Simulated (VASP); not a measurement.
# BP: single point with PBEsol

The system is BP.

```
CELL_PARAMETERS angstrom
0.00000 2.15542 2.15542
2.15542 0.00000 2.15542
2.15542 2.15542 0.00000
ATOMIC_POSITIONS crystal
B 0.00000 0.00000 0.00000
P 0.50000 0.50000 0.50000
```

| Property | Result |
| --- | --- |
| Program | VASP 6.6.1 |
| Task | single point |
| Functional | PBEsol |
| Potentials or basis | VASP PAW PBE potentials, release 64 (B, P) |
| Cutoff | 500 eV |
| k mesh | 8 × 8 × 8 |
| Occupations | methfessel-paxton, width 0.05 eV |
| Spin | no spin polarisation |
| Dipole correction | no |
| Further INCAR settings | ALGO = Normal; EDIFF = 1e-06; NBANDS = 11 |

```yaml
Pressure: -3.6 GPa
Band_gap_on_the_k_mesh: zero (band 4 reaches 11.07 eV, above the bottom of band 5 at 7.00 eV)
```

Levels at points of the mesh, in eV from the Fermi level:
```tsv
k point	band 1	band 2	band 3	band 4	band 5	band 6	band 7	band 8
(0.00, 0.00, 0.00)	-16.90	0.11	0.11	0.11	6.75	7.98	7.98	7.98
(0.50, 0.00, 0.00)	-12.41	-10.58	0.73	0.73	1.26	1.26	5.18	7.19
(0.50, 0.50, 0.00)	-10.51	-9.02	-4.19	-4.19	-2.66	2.58	12.18	12.18
```

Wall time 3.5 s on 1 thread of Intel Xeon 6975P-C (shared host), peak memory 0.13 GiB.

Caveat: the PAW data sets were made with another functional, which shifts forces and pressure a little.
